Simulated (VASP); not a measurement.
The system is ZnSe.

```
CELL_PARAMETERS angstrom
0.00000 2.86592 2.86592
2.86592 0.00000 2.86592
2.86592 2.86592 0.00000
ATOMIC_POSITIONS crystal
Zn 0.00000 0.00000 0.00000
Se 0.25000 0.25000 0.25000
```

- Program: VASP 6.6.1
- Task: relaxation of cell and atoms
- Functional: PBEsol
- Potentials or basis: VASP PAW PBE potentials, release 64 (Zn, Se)
- Cutoff: 600 eV
- k mesh: 8 × 8 × 8
- Occupations: gaussian, width 0.02 eV
- Spin: no spin polarisation

At the start: pressure -2.8 GPa; volume 23.54 Å³/atom.

**Question.** How do energy, volume and symmetry change on relaxing?

**Answer.** Over 3 steps the energy falls by 10.2 meV/atom and the volume is 22.43 Å³/atom (-4.7 %); space group F-43m (No. 216, to 0.05 Å).

The path:
```
step  energy change (eV)  largest force (eV/Å)  pressure (GPa)  volume (Å³)
   1              0.0000                0.0000           -2.81        47.08
   2             -0.0190                0.0000            0.78        44.32
   3             -0.0203                0.0000            0.01        44.85
```

Final structure:
```
CELL_PARAMETERS angstrom
0.00000 2.82003 2.82003
2.82003 0.00000 2.82003
2.82003 2.82003 0.00000
ATOMIC_POSITIONS crystal
Zn 0.00000 0.00000 0.00000
Se 0.25000 0.25000 0.25000
```

Caveat: the PAW data sets were made with another functional, which shifts forces and pressure a little.
